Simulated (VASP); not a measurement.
Set up this calculation in VASP 6.6.1, as the native input.

```
Task                   : single point
Functional             : PBE
Potentials or basis    : VASP PAW PBE potentials, release 64 (Ge_d)
Cutoff                 : 520 eV
k mesh                 : 16 × 16 × 5
Occupations            : fermi-dirac, width 0.1 eV
Spin                   : no spin polarisation
Dipole correction      : no
Further INCAR settings : ALGO = Normal; EDIFF = 1e-07; NBANDS = 36
```

The structure of Ge lies in POSCAR:

```
Ge
1.0
    3.0218775343      0.0000000000      0.0000000000
   -1.5109387671      2.6170227118      0.0000000000
    0.0000000000      0.0000000000      9.8774810287
Ge
4
Direct
    0.0000000000      0.0000000000      0.0000000000
    0.0000000000      0.0000000000      0.5000000000
    0.3333333333      0.6666666667      0.2500000000
    0.6666666667      0.3333333333      0.7500000000
```

This isn't the form of Ge at room conditions, which is diamond.

One way to write it, as run:

INCAR

```
PREC = Accurate ; ENCUT = 520
EDIFF = 1E-7 ; ISMEAR = -1
SIGMA = 0.1 ; LREAL = F
LASPH = T ; NELM = 60
ALGO = Normal ; ISIF = 2
LWAVE = F ; LCHARG = F
GGA = PE ; NBANDS = 36
```

KPOINTS

```
regular mesh
0
Gamma
  16 16 5
```

Potentials or basis: VASP PAW PBE potentials, release 64 (Ge_d).

The run is started by

```sh
$ cat potpaw_PBE.64/Ge_d/POTCAR > POTCAR
$ mpirun -np 1 vasp_std > vasp.out
```

Results of the run:

The pressure is 0.7 GPa. The band gap on the k mesh is zero (bands 28 and 29 overlap by 9.10 eV).

Run time: 94 s on 1 thread of Intel(R) Xeon(R) 6975P-C (Granite Rapids), on a shared host, peak memory 0.31 GiB.
